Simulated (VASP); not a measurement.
Write the native input for VASP 6.6.1 that does the following.

* Task: single point
* Functional: PBE
* Potentials or basis: VASP PAW PBE potentials, release 64 (Si)
* Cutoff: 520 eV
* k mesh: 14 × 14 × 14
* Occupations: fermi-dirac, width 0.1 eV
* Spin: no spin polarisation
* Dipole correction: no
* Further INCAR settings: ALGO = Normal; EDIFF = 1e-06; NBANDS = 8

The structure of Si lies in POSCAR:

```
Si
1.0
    2.5636151739      0.0000000000      0.0000000000
    0.0000000000      2.5636151739      0.0000000000
    0.0000000000      0.0000000000      2.5636151739
Si
1
Direct
    0.0000000000      0.0000000000      0.0000000000
```

This cell differs from its parent crystal: volume scaled by 1.04.

The input as run:

INCAR

```
SYSTEM = Si
ALGO = Normal ; EDIFF = 1E-6
ENCUT = 520 ; GGA = PE
ISIF = 2 ; ISMEAR = -1
LASPH = .TRUE. ; LCHARG = .FALSE.
LREAL = .FALSE. ; LWAVE = .FALSE.
NBANDS = 8 ; NELM = 80
PREC = Accurate ; SIGMA = 0.1
```

KPOINTS

```
k-points
0
G
  14 14 14
  0 0 0
```

Potentials or basis: VASP PAW PBE potentials, release 64 (Si).

Command:

```sh
$ cat potpaw_PBE.64/Si/POTCAR > POTCAR
$ mpirun -np 1 vasp_std > vasp.out
```

It gave:

```yaml
Pressure: -3.4 GPa
Band_gap_on_the_k_mesh: zero (band 2 reaches 15.22 eV, above the bottom of band 3 at 5.03 eV)
```

It took 6.2 s on 1 thread of Intel(R) Xeon(R) Platinum 8488C (Sapphire Rapids), with other jobs on the host, peak memory 0.12 GiB.
